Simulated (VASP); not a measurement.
# CdF2 (Fm-3m) in VASP: further runs, part 2 of 2

VASP 6.6.1. Earlier steps stand in the parts before.

### Step 3. Vibrations by perturbation theory, PBE

The input, INCAR:

```
  PREC = Accurate
  ENCUT = 520
  EDIFF = 1E-8
  ISMEAR = 0
  SIGMA = 0.01
  LREAL = False
  LASPH = True
  NELM = 100
  ALGO = Normal
  ISIF = 2
  LWAVE = False
  LCHARG = True
  GGA = PE
  IBRION = 8
  NSW = 1
  LEPSILON = True
```

The input, KPOINTS:

```
regular mesh
0
Gamma
  8 8 8
```

The input, POSCAR:

```
CdF2
1.0
    0.0000000000      2.7407496316      2.7407496316
    2.7407496316      0.0000000000      2.7407496316
    2.7407496316      2.7407496316      0.0000000000
Cd F
1 2
Direct
    0.5000000000      0.5000000000      0.5000000000
    0.2500000000      0.2500000000      0.2500000000
    0.7500000000      0.7500000000      0.7500000000
```

Potentials or basis: VASP PAW PBE potentials, release 64 (Cd, F).

On the command line:

```sh
cat potpaw_PBE.64/Cd/POTCAR potpaw_PBE.64/F/POTCAR > POTCAR
mpirun -np 1 vasp_std > vasp.out
```

OUTCAR:

```text
PREC = Accurate
   ENCUT = 520
   EDIFF = 1E-8
   ISMEAR = 0
   LREAL = False
   LASPH = True
   NELM = 100
   ISIF = 2
   GGA = PE
   IBRION = 8
   NSW = 1
   LEPSILON = True

 ion  position               nearest neighbor table
   1  0.500  0.500  0.500-   2 2.37   2 2.37   2 2.37   2 2.37   3 2.37   3 2.37   3 2.37   3 2.37

   2  0.250  0.250  0.250-   1 2.37   1 2.37   1 2.37   1 2.37
   3  0.750  0.750  0.750-   1 2.37   1 2.37   1 2.37   1 2.37

  LATTYP: Found a face centered cubic cell.
 ALAT       =     5.4814992632

  Lattice vectors:

 A1 = (   0.0000000000,   2.7407496316,   2.7407496316)
 A2 = (   2.7407496316,   0.0000000000,   2.7407496316)
 A3 = (   2.7407496316,   2.7407496316,   0.0000000000)

Analysis of symmetry for initial positions (statically):
=====================================================================
 Subroutine PRICEL returns:
 Original cell was already a primitive cell.

 Routine SETGRP: Setting up the symmetry group for a
 face centered cubic supercell.

 Subroutine GETGRP returns: Found 48 space group operations
 (whereof 48 operations were pure point group operations)
 out of a pool of 48 trial point group operations.

The static configuration has the point symmetry O_h .

Analysis of symmetry for dynamics (positions and initial velocities):
=====================================================================
 Subroutine PRICEL returns:
 Original cell was already a primitive cell.

 Routine SETGRP: Setting up the symmetry group for a
 face centered cubic supercell.

 Subroutine GETGRP returns: Found 48 space group operations
 (whereof 48 operations were pure point group operations)
 out of a pool of 48 trial point group operations.

The dynamic configuration has the point symmetry O_h .

 Subroutine INISYM returns: Found 48 space group operations
 (whereof 48 operations are pure point group operations),
 and found     1 'primitive' translations

----------------------------------------------------------------------------------------

                                     Primitive cell

  volume of cell :      41.1754

  direct lattice vectors                    reciprocal lattice vectors
     0.000000000  2.740749632  2.740749632    -0.182431841  0.182431841  0.182431841
     2.740749632  0.000000000  2.740749632     0.182431841 -0.182431841  0.182431841
     2.740749632  2.740749632  0.000000000     0.182431841  0.182431841 -0.182431841

  length of vectors
     3.876005300  3.876005300  3.876005300     0.315981217  0.315981217  0.315981217

[... 688 lines left out ...]

 Free energy of the ion-electron system (eV)
  ---------------------------------------------------
  ---------------------------------------------------
  free energy    TOTEN  =        -0.53637992 eV

  energy without entropy =       -0.53637992

------------------------ aborting loop because EDIFF is reached ----------------------------------------

 INTERNAL STRAIN TENSOR  FOR ION    2  DIRECTION 1   (eV/Angst):
 -----------------------------------------------------------------------------
     0.00598  0.00000  0.00000
     0.00000 -0.00172  1.45770
     0.00000  1.45770 -0.00172

 MACROSCOPIC STATIC DIELECTRIC TENSOR (including local field effects in DFT)
 ------------------------------------------------------
           2.815990     0.000000     0.000000
           0.000000     2.815990    -0.000000
           0.000000     0.000000     2.815990
 ------------------------------------------------------

 PIEZOELECTRIC TENSOR (including local field effects)  for field in x, y, z        (e  Angst)
          XX          YY          ZZ          XY          YZ          ZX
  --------------------------------------------------------------------------------
  x     0.00000     0.00000     0.00000     0.00000     0.00000     0.00000
  y     0.00000     0.00000     0.00000     0.00000     0.00000     0.00000
  z     0.00000     0.00000     0.00000     0.00000     0.00000     0.00000

 PIEZOELECTRIC TENSOR (including local field effects)  for field in x, y, z        (C/m^2)
          XX          YY          ZZ          XY          YZ          ZX
  --------------------------------------------------------------------------------
  x     0.00000     0.00000     0.00000     0.00000     0.00000     0.00000
  y     0.00000     0.00000     0.00000     0.00000     0.00000     0.00000
  z     0.00000     0.00000     0.00000     0.00000     0.00000     0.00000

 BORN EFFECTIVE CHARGES (including local field effects) (in |e|, cummulative output)
 ---------------------------------------------------------------------------------
 ion    1
    1     2.45191     0.00000     0.00000
    2     0.00000     2.45191     0.00000
    3     0.00000     0.00000     2.45191
 ion    2
    1    -1.22595     0.00000     0.00000
    2     0.00000    -1.22595     0.00000
    3     0.00000     0.00000    -1.22595
 ion    3
    1    -1.22595     0.00000     0.00000
    2     0.00000    -1.22595     0.00000
    3     0.00000     0.00000    -1.22595

 INTERNAL STRAIN TENSOR FOR ION    3 for displacements in x,y,z  (eV/Angst):
          X           Y           Z          XY          YZ          ZX
  --------------------------------------------------------------------------------
  x     0.00000     0.00000     0.00000     0.00000    -1.45770     0.00000
  y     0.00000     0.00000     0.00000     0.00000     0.00000    -1.45770
  z     0.00000     0.00000     0.00000    -1.45770     0.00000     0.00000

 SECOND DERIVATIVES (NOT SYMMETRIZED)
 ------------------------------------
               1X          1Y          1Z          2X          2Y          2Z          3X          3Y          3Z
  1X    -4.383759    0.000000    0.000000    2.191879    0.000000    0.000000    2.191879    0.000000    0.000000
  1Y     0.000000   -4.383759    0.000000    0.000000    2.191879    0.000000    0.000000    2.191879    0.000000
  1Z     0.000000    0.000000   -4.383759    0.000000    0.000000    2.191879    0.000000    0.000000    2.191879
  2X     2.182710   -0.000000   -0.000000   -4.030222    0.000000    0.000000    1.847513    0.000000    0.000000
  2Y    -0.000000    2.182710    0.000000    0.000000   -4.030222    0.000000    0.000000    1.847513    0.000000
  2Z    -0.000000    0.000000    2.182710    0.000000    0.000000   -4.030222    0.000000    0.000000    1.847513
  3X     2.182710   -0.000000   -0.000000    1.847513    0.000000    0.000000   -4.030222    0.000000    0.000000
  3Y    -0.000000    2.182710    0.000000    0.000000    1.847513    0.000000    0.000000   -4.030222    0.000000
  3Z    -0.000000    0.000000    2.182710    0.000000    0.000000    1.847513    0.000000    0.000000   -4.030222

 Eigenvectors and eigenvalues of the dynamical matrix
 ----------------------------------------------------

   1 f  =    8.695645 THz    54.636348 2PiTHz  290.055488 cm-1    35.962281 meV
             X         Y         Z           dx          dy          dz
      2.740750  2.740750  2.740750    -0.000000   -0.000000   -0.000000
      1.370375  1.370375  1.370375     0.266510    0.654960    0.000000
      4.111124  4.111124  4.111124    -0.266510   -0.654960   -0.000000
[... 43 lines left out ...]
   9 f/i=    0.005592 THz     0.035133 2PiTHz    0.186514 cm-1     0.023125 meV
             X         Y         Z           dx          dy          dz
      2.740750  2.740750  2.740750     0.112365   -0.334382    0.788764
      1.370375  1.370375  1.370375     0.046290   -0.137754    0.324943
      4.111124  4.111124  4.111124     0.046290   -0.137754    0.324943

--------------------------------------------------------------------------------------------------------

 MACROSCOPIC STATIC DIELECTRIC TENSOR IONIC CONTRIBUTION
 ------------------------------------------------------
           6.035229     0.000000     0.000000
           0.000000     6.035229     0.000000
           0.000000     0.000000     6.035229
 ------------------------------------------------------

 ELASTIC MODULI CONTR FROM IONIC RELAXATION (kBar)
 Direction    XX          YY          ZZ          XY          YZ          ZX
 --------------------------------------------------------------------------------
 XX           0.0000      0.0000      0.0000      0.0000      0.0000      0.0000
 YY           0.0000      0.0000      0.0000      0.0000      0.0000      0.0000
 ZZ           0.0000      0.0000      0.0000      0.0000      0.0000      0.0000
 XY           0.0000      0.0000      0.0000    -28.1339     -0.0000     -0.0000
 YZ           0.0000      0.0000      0.0000     -0.0000    -28.1339     -0.0000
 ZX           0.0000      0.0000      0.0000     -0.0000     -0.0000    -28.1339
 --------------------------------------------------------------------------------

 PIEZOELECTRIC TENSOR IONIC CONTR  for field in x, y, z        (C/m^2)
          XX          YY          ZZ          XY          YZ          ZX
  --------------------------------------------------------------------------------
  x     0.00000     0.00000     0.00000     0.00000    -0.00000    -0.00000
  y     0.00000     0.00000     0.00000     0.00000     0.00000     0.00000
  z     0.00000     0.00000     0.00000     0.00000     0.00000     0.00000
```

stdout:

```text
POSCAR found type information on POSCAR CdF
 POSCAR found :  2 types and       3 ions
 scaLAPACK will be used
 LDA part: xc-table for (Slater+PW92), standard interpolation
 POSCAR, INCAR and KPOINTS ok, starting setup
 FFT: planning ... GRIDC
 FFT: planning ... GRID_SOFT
 FFT: planning ... GRID
 WAVECAR not read
 entering main loop
[... 23 lines left out ...]
  Direction:   3
 dielectric tensor                  component  3 :    -0.009     0.034     2.816
 Linear response DOF=           2
 Linear response progress:
 first order change of Fermi-energy  -0.56015E-04
 force on displaced ion       1 direction 1 :  -4.384   0.000   0.000
 Born effective charge ion    1 direction 1 :   2.451   0.000   0.000
 Linear response progress:
 first order change of Fermi-energy   0.84137E-04
 force on displaced ion       2 direction 1 :  -4.030   0.000   0.000
 Born effective charge ion    2 direction 1 :  -1.227   0.000   0.000
 Born effective charges drift removed
 Linear response finished
```

Run time: 3 min. Hardware: 1 thread of Intel Xeon 6975P-C (Granite Rapids), shared host; peak memory 0.34 GiB.

What came out:

| Quantity | Value |
| --- | --- |
| Electronic dielectric tensor (diagonal) | 2.82 |
| Born charges (mean of the diagonal) | Cd +2.45; F -1.23 e |
| Highest phonon frequency at Γ, LO-TO splitting left out | 290 cm⁻¹ |

Phonon frequencies in cm⁻¹ (negative: imaginary):
```tsv
q point	frequencies
(0.000, 0.000, 0.000)	0 0 0 205 205 205 290 290 290
```

Electronic dielectric tensor:
```
2.82 0.00 0.00
0.00 2.82 0.00
0.00 0.00 2.82
```

Born effective charge tensors (e):
atom 1, Cd
```
2.45 0.00 0.00
0.00 2.45 0.00
0.00 0.00 2.45
```
atom 2, F
```
-1.23  0.00  0.00
 0.00 -1.23  0.00
 0.00  0.00 -1.23
```
atom 3, F
```
-1.23  0.00  0.00
 0.00 -1.23  0.00
 0.00  0.00 -1.23
```

### Step 4. Elastic constants, PBE

The input, INCAR:

```
PREC = Accurate
ENCUT = 600
EDIFF = 1E-8
ISMEAR = 0
SIGMA = 0.01
LREAL = False
LASPH = True
NELM = 60
ALGO = Normal
ISIF = 3
LWAVE = False
LCHARG = True
GGA = PE
NBANDS = 20
IBRION = 6
NFREE = 2
POTIM = 0.015
NSW = 1
```

The input, KPOINTS:

```
Automatic mesh
0
Gamma
  8 8 8
```

POSCAR is that of step 3.

Potentials or basis: VASP PAW PBE potentials, release 64 (Cd, F).

On the command line:

```sh
cat potpaw_PBE.64/Cd/POTCAR potpaw_PBE.64/F/POTCAR > POTCAR
mpirun -np 1 vasp_std > vasp.out
```

OUTCAR:

```text
PREC = Accurate
   ENCUT = 600
   EDIFF = 1E-8
   ISMEAR = 0
   LREAL = False
   LASPH = True
   NELM = 60
   ISIF = 3
   GGA = PE
   IBRION = 6
   NFREE = 2
   POTIM = 0.015
   NSW = 1

 ion  position               nearest neighbor table
   1  0.500  0.500  0.500-   2 2.37   2 2.37   2 2.37   2 2.37   3 2.37   3 2.37   3 2.37   3 2.37

   2  0.250  0.250  0.250-   1 2.37   1 2.37   1 2.37   1 2.37
   3  0.750  0.750  0.750-   1 2.37   1 2.37   1 2.37   1 2.37

  LATTYP: Found a face centered cubic cell.
 ALAT       =     5.4814992632

  Lattice vectors:

 A1 = (   0.0000000000,   2.7407496316,   2.7407496316)
 A2 = (   2.7407496316,   0.0000000000,   2.7407496316)
 A3 = (   2.7407496316,   2.7407496316,   0.0000000000)

Analysis of symmetry for initial positions (statically):
=====================================================================
 Subroutine PRICEL returns:
 Original cell was already a primitive cell.

 Routine SETGRP: Setting up the symmetry group for a
 face centered cubic supercell.

 Subroutine GETGRP returns: Found 48 space group operations
 (whereof 48 operations were pure point group operations)
 out of a pool of 48 trial point group operations.

The static configuration has the point symmetry O_h .

Analysis of symmetry for dynamics (positions and initial velocities):
=====================================================================
 Subroutine PRICEL returns:
 Original cell was already a primitive cell.
[... 944 lines left out ...]
  FREE ENERGIE OF THE ION-ELECTRON SYSTEM (eV)
  ---------------------------------------------------
  free  energy   TOTEN  =       -10.9080628720 eV

  energy  without entropy=      -10.9080628720  energy(sigma->0) =      -10.90806287

 INTERNAL STRAIN TENSORS FROM STRAINED CELLS
 ============================================

 INTERNAL STRAIN TENSOR FOR ION    1 for displacements in x,y,z  (eV/Angst):
          X           Y           Z          XY          YZ          ZX
  --------------------------------------------------------------------------------
  x    -0.00000     0.00000    -0.00000     0.00000    -0.00000    -0.00000
  y     0.00000     0.00000    -0.00000     0.00000    -0.00000    -0.00000
  z     0.00000     0.00000     0.00000     0.00000     0.00000     0.00000

 INTERNAL STRAIN TENSORS FROM DISPLACED ATOMS
 ============================================

 INTERNAL STRAIN TENSOR FOR ION    1 for displacements in x,y,z  (eV/Angst):
          X           Y           Z          XY          YZ          ZX
  --------------------------------------------------------------------------------
  x     0.00000     0.00000     0.00000     0.00000     0.00000     0.00000
  y     0.00000     0.00000     0.00000     0.00000     0.00000     0.00000
  z     0.00000     0.00000     0.00000     0.00000     0.00000     0.00000

 INTERNAL STRAIN TENSOR FOR ION    3 for displacements in x,y,z  (eV/Angst):
          X           Y           Z          XY          YZ          ZX
  --------------------------------------------------------------------------------
  x    -0.00000    -0.00000    -0.00000     0.00000    -1.45837     0.00000
  y     0.00000    -0.00000     0.00000     0.00000     0.00000    -1.45837
  z     0.00000     0.00000    -0.00000    -1.45837     0.00000     0.00000

 Eigenvectors and eigenvalues of the dynamical matrix
 ----------------------------------------------------

   1 f  =    8.681294 THz    54.546180 2PiTHz  289.576805 cm-1    35.902932 meV
             X         Y         Z           dx          dy          dz
      2.740750  2.740750  2.740750     0.000000   -0.000000    0.000000
      1.370375  1.370375  1.370375     0.000000    0.000000    0.707107
      4.111124  4.111124  4.111124    -0.000000   -0.000000   -0.707107
[... 43 lines left out ...]
   9 f/i=    0.001033 THz     0.006490 2PiTHz    0.034452 cm-1     0.004271 meV
             X         Y         Z           dx          dy          dz
      2.740750  2.740750  2.740750     0.056652   -0.014019    0.862624
      1.370375  1.370375  1.370375     0.023281   -0.005761    0.354488
      4.111124  4.111124  4.111124     0.023281   -0.005761    0.354488

--------------------------------------------------------------------------------------------------------

 ELASTIC MODULI CONTR FROM IONIC RELAXATION (kBar)
 Direction    XX          YY          ZZ          XY          YZ          ZX
 --------------------------------------------------------------------------------
 XX          -0.0000     -0.0000     -0.0000     -0.0000     -0.0000      0.0000
 YY          -0.0000     -0.0000     -0.0000     -0.0000     -0.0000     -0.0000
 ZZ          -0.0000     -0.0000     -0.0000     -0.0000     -0.0000      0.0000
 XY          -0.0000     -0.0000     -0.0000    -28.2528     -0.0000      0.0000
 YZ          -0.0000     -0.0000     -0.0000     -0.0000    -28.2528      0.0000
 ZX           0.0000     -0.0000      0.0000      0.0000      0.0000    -28.2528
 --------------------------------------------------------------------------------

 TOTAL ELASTIC MODULI (kBar)
 Direction    XX          YY          ZZ          XY          YZ          ZX
 --------------------------------------------------------------------------------
 XX        1638.1211    607.0345    607.0345      0.0000      0.0000      0.0000
 YY         607.0345   1638.1211    607.0345      0.0000     -0.0000     -0.0000
 ZZ         607.0345    607.0345   1638.1211      0.0000     -0.0000      0.0000
 XY           0.0000      0.0000      0.0000    175.9713     -0.0000      0.0000
 YZ           0.0000     -0.0000     -0.0000     -0.0000    175.9713      0.0000
 ZX           0.0000     -0.0000      0.0000      0.0000      0.0000    175.9713
 --------------------------------------------------------------------------------
```

stdout:

```text
POSCAR found type information on POSCAR CdF
 POSCAR found :  2 types and       3 ions
 scaLAPACK will be used
 LDA part: xc-table for (Slater+PW92), standard interpolation
 POSCAR, INCAR and KPOINTS ok, starting setup
 FFT: planning ... GRIDC
 FFT: planning ... GRID_SOFT
 FFT: planning ... GRID
 WAVECAR not read
 entering main loop
 Found     2 degrees of freedom:
 Adding 6 more for cell shape distortion
 Finite differences POTIM= 0.01500 DOF=   8
 bond charge predicted
 Finite differences progress:
 bond charge predicted
 Finite differences progress:
 bond charge predicted
 Finite differences progress:
 bond charge predicted
 Finite differences progress:
 bond charge predicted
 Finite differences progress:
 bond charge predicted
 Finite differences progress:
 bond charge predicted
 Finite differences progress:
 bond charge predicted
 Finite differences progress:
 bond charge predicted
 Finite differences progress:
 bond charge predicted
 Finite differences progress:
 bond charge predicted
 Finite differences progress:
 bond charge predicted
 Finite differences progress:
 bond charge predicted
 Finite differences progress:
 bond charge predicted
 Finite differences progress:
 bond charge predicted
 Finite differences progress:
 bond charge predicted
 Finite differences progress:
```

Run time: 5.8 min. Hardware: 1 thread of Intel Xeon 6975P-C (Granite Rapids), shared host; peak memory 0.37 GiB.

What came out:

```yaml
Elastic_constants_C11_C12_C44: 164, 61, 18 GPa
Voigt_bulk_modulus: 95 GPa
Highest_phonon_frequency_at_Γ_LO-TO_splitting_left_out: 290 cm⁻¹
```

Phonon frequencies in cm⁻¹ (negative: imaginary):
```
              q point                    frequencies
(0.000, 0.000, 0.000)  0 0 0 204 204 204 290 290 290
```

Elastic tensor in Voigt notation (GPa, in the Cartesian axes of the cell as first typed):
```
164  61  61   0   0   0
 61 164  61   0   0   0
 61  61 164   0   0   0
  0   0   0  18   0   0
  0   0   0   0  18   0
  0   0   0   0   0  18
```

Clamped-ion elastic tensor (GPa):
```
164  61  61   0   0   0
 61 164  61   0   0   0
 61  61 164   0   0   0
  0   0   0  20   0   0
  0   0   0   0  20   0
  0   0   0   0   0  20
```
